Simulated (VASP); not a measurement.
Set up this calculation in VASP 6.6.1, as the native input.

```
Task                   : relaxation of the atoms
Functional             : PBEsol
Potentials or basis    : VASP PAW PBE potentials, release 64 (H)
Cutoff                 : 520 eV
k mesh                 : 1 × 1 × 1
Occupations            : fermi-dirac, width 0.02 eV
Spin                   : no spin polarisation
Dipole correction      : no
Further INCAR settings : ALGO = Normal; EDIFF = 1e-06; IBRION = 2; EDIFFG = -0.02; NSW = 60
```

The structure of H2 lies in POSCAR:

```
H
1.0
    9.0000000000      0.0000000000      0.0000000000
    0.0000000000      9.5000000000      0.0000000000
    0.0000000000      0.0000000000     10.0000000000
H
2
Direct
    0.5000000000      0.5000000000      0.4625000000
    0.5000000000      0.5000000000      0.5375000000
```

The input as run:

INCAR

```
PREC = Accurate ; ENCUT = 520
EDIFF = 1E-6 ; ISMEAR = -1
SIGMA = 0.02 ; LREAL = False
LASPH = True ; NELM = 80
ALGO = Normal ; ISIF = 2
LWAVE = False ; LCHARG = False
GGA = PS ; IBRION = 2
NSW = 60 ; EDIFFG = -0.02
```

KPOINTS

```
regular mesh
0
Gamma
  1 1 1
```

Potentials or basis: VASP PAW PBE potentials, release 64 (H).

Launch:

```console
$ cat potpaw_PBE.64/H/POTCAR > POTCAR
$ mpirun -np 1 vasp_gam > vasp.out
```

It gave:

```json
{"Energy gained by relaxing": "0.6 meV/atom", "Ionic steps": "3", "Gap between the frontier levels": "9.94 eV"}
```

It took 2.1 min on 1 thread of Intel Xeon 8259CL, with other jobs on the host, peak memory 0.76 GiB.
